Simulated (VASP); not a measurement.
Set up this calculation in VASP 6.6.1, as the native input.

```
Task                   : single point
Functional             : PBEsol
Potentials or basis    : VASP PAW PBE potentials, release 64 (Au)
Cutoff                 : 520 eV
k mesh                 : 20 × 20 × 20
Occupations            : gaussian, width 0.15 eV
Spin                   : no spin polarisation
Dipole correction      : no
Further INCAR settings : ALGO = Fast; EDIFF = 1e-07; NBANDS = 12
```

The structure of Au lies in POSCAR:

```
Au
1.0
   -1.6572690000      1.6572690000      1.7898505200
    1.6572690000     -1.6572690000      1.7898505200
    1.6572690000      1.6572690000     -1.7898505200
Au
1
Direct
    0.0000000000      0.0000000000      0.0000000000
```

This cell differs from its parent crystal: strain +0.000 along x and y, +0.080 along z.

These files were run (other wordings do the same):

INCAR

```
PREC     = Accurate       # precision mode
ENCUT    = 520            # plane-wave cutoff, eV
EDIFF    = 1E-7           # SCF threshold, eV
ISMEAR   = 0              # smearing method
SIGMA    = 0.15           # smearing width, eV
LREAL    = False          # projectors in reciprocal space
LASPH    = True           # aspherical terms in the spheres
NELM     = 100            # most SCF steps
ALGO     = Fast           # electronic algorithm
ISIF     = 2              # what is computed and relaxed
LWAVE    = False          # write WAVECAR
LCHARG   = False          # write CHGCAR
GGA      = PS             # functional
NBANDS   = 12             # bands
```

KPOINTS

```
Automatic mesh
0
Gamma
  20 20 20
```

Potentials or basis: VASP PAW PBE potentials, release 64 (Au).

Run with:

```bash
$ cat potpaw_PBE.64/Au/POTCAR > POTCAR
$ mpirun -np 1 vasp_std > vasp.out
```

Results of the run:

* Pressure: -16.3 GPa

Caveat: the cell differs from its parent crystal (strain +0.000 along x and y, +0.080 along z); the PAW data sets were made with another functional, which shifts forces and pressure a little.

It took 72 s on 1 thread of Intel(R) Xeon(R) Platinum 8488C (Sapphire Rapids) (shared host), peak memory 0.26 GiB.
